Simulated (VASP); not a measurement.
# WSe2: single point with PBEsol

WSe2:

```
CELL_PARAMETERS angstrom
3.29000 0.00000 0.00000
-1.64500 2.84922 0.00000
0.00000 0.00000 13.09970
ATOMIC_POSITIONS crystal
W 0.33333 0.66667 0.25000
W 0.66667 0.33333 0.75000
Se 0.33333 0.66667 0.62100
Se 0.66667 0.33333 0.12100
Se 0.33333 0.66667 0.87900
Se 0.66667 0.33333 0.37900
```

This cell differs from its parent crystal: zz strain of +1 %.

```yaml
Program: VASP 6.6.1
Task: single point
Functional: PBEsol
Potentials_or_basis: VASP PAW PBE potentials, release 64 (W_sv, Se)
Cutoff: 520 eV
k_mesh: 11 × 11 × 3
Occupations: fermi-dirac, width 0.08 eV
Spin: no spin polarisation
Dipole_correction: no
Further_INCAR_settings: ALGO = Normal; EDIFF = 1e-07; NBANDS = 35
```

The pressure is -2.4 GPa. The largest force is 0.347 eV/Å and the band gap on the k mesh is 0.94 eV, indirect (least direct gap 1.76 eV).

Forces on the atoms (eV/Å):
```
W    0.000  0.000  0.000
W    0.000  0.000  0.000
Se   0.000  0.000  0.347
Se   0.000  0.000  0.347
Se   0.000  0.000 -0.347
Se   0.000  0.000 -0.347
```

Stress tensor (GPa, compression positive):
```
-2.19  0.00  0.00
 0.00 -2.19  0.00
 0.00  0.00 -2.72
```

Levels at points of the mesh, in eV from the valence-band top:
```csv
k point,band 22,band 23,band 24,band 25,band 26,band 27,band 28,band 29,band 30,band 31
"(0.00, 0.00, 0.00)",-1.37,-1.37,-1.10,-1.08,0.00,2.70,2.70,2.75,2.75,2.78
```

Run time: 48 s on 1 thread of Intel(R) Xeon(R) 6975P-C (Granite Rapids), on a shared host, peak memory 0.29 GiB.

Caveat: the cell differs from its parent crystal (zz strain of +1 %); the PAW data sets were made with another functional, which shifts forces and pressure a little; spin-orbit coupling is left out, which moves the levels of the heavy elements; this functional lacks dispersion, which binds the layers, so the pressure and a relaxed spacing across them are unreliable. A k mesh can miss the band edges.
